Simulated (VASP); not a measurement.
Write the native input for VASP 6.6.1 that does the following.

```
Task                   : relaxation of cell and atoms
Functional             : revPBE
Dispersion             : D3(BJ)
Potentials or basis    : VASP PAW PBE potentials, release 64 (Al)
Cutoff                 : 600 eV
k mesh                 : 12 × 12 × 12
Occupations            : fermi-dirac, width 0.05 eV
Spin                   : no spin polarisation
Dipole correction      : no
Further INCAR settings : ALGO = Normal; EDIFF = 1e-06; IBRION = 2; EDIFFG = -0.01; NSW = 60; ISIF = 3
```

The structure of Al lies in POSCAR:

```
Al
1.0
   -1.5912186900      1.5912186900      1.5912186900
    1.5912186900     -1.5912186900      1.5912186900
    1.5912186900      1.5912186900     -1.5912186900
Al
1
Direct
    0.0000000000      0.0000000000      0.0000000000
```

The input as run:

INCAR

```
  PREC = Accurate
  ENCUT = 600
  EDIFF = 1E-6
  ISMEAR = -1
  SIGMA = 0.05
  LREAL = False
  LASPH = True
  NELM = 60
  ALGO = Normal
  ISIF = 3
  LWAVE = False
  LCHARG = False
  GGA = RE
  IVDW = 12
  IBRION = 2
  NSW = 60
  EDIFFG = -0.01
```

KPOINTS

```
regular mesh
0
Gamma
  12 12 12
```

Potentials or basis: VASP PAW PBE potentials, release 64 (Al).

Run with:

```bash
$ cat potpaw_PBE.64/Al/POTCAR > POTCAR
$ mpirun -np 1 vasp_std > vasp.out
```

It gave:

- Relaxed volume: 15.69 Å³/atom
- Relaxed cell: a = 2.732 Å, b = 2.732 Å, c = 2.732 Å, α = 109.47°, β = 109.47°, γ = 109.47°
- Space group after relaxing (to 0.05 Å): Im-3m (No. 229)
- Energy gained by relaxing: 2.8 meV/atom
- Ionic steps: 3
- Pressure after relaxing: 0.0 GPa
- Dispersion energy per atom: -0.672 eV

Caveat: the PAW data sets were made with another functional, which shifts forces and pressure a little; pairwise dispersion overbinds metals, which lowers pressure and volume.

Wall time 14 s on 1 thread of AMD EPYC 7R43 64-Core Processor (Zen 3), on a shared host, peak memory 0.1 GiB.
